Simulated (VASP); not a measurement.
Runs of VASP 6.6.1 on TaPb. The structure is that of space group F-43m (No. 216), or close to it. The cells are those of the table. The cell was built from a structure type or drawn by symmetry, and may not be a known phase.

| task | cell | k mesh | cutoff (eV) | gap on the mesh (eV) | pressure (GPa) | relaxed volume (Å³/atom) |
| --- | --- | --- | --- | --- | --- | --- |
| relaxation of cell and atoms | relaxed from a = 3.957 Å, angles 60.0°, 2 atoms | 6 × 6 × 6 | 600 | none | -0.2 | (a) |
| relaxation of cell and atoms | relaxed from a = 4.537 Å, angles 60.0°, 2 atoms | 16 × 16 × 16 | 600 | none | 0.0 | 33.16 |
| single point | a = 4.537 Å, angles 60.0°, 2 atoms | 6 × 6 × 6 | 520 | none | 0.2 | - |
| single point | a = 4.544 Å, angles 60.0°, 2 atoms | 16 × 16 × 16 | 520 | none | -0.1 | - |

Alike in all rows: level PBE; potentials or basis VASP PAW PBE potentials, release 64 (Ta_pv, Pb_d); no spin polarisation; smearing gaussian 0.1 eV.

**Question.** Fill in the values left out.

**Answer.** (a) 33.25.

Caveats: spin-orbit coupling is left out, which moves the levels of the heavy elements; the volume moved by over 15 % at a fixed basis, so the end points are rough (at least some runs).

A k mesh can miss the band edges, and the runs leave out spin-orbit coupling on Pb, Ta.

A gap of «none» marks levels without a gap at the run's occupations.
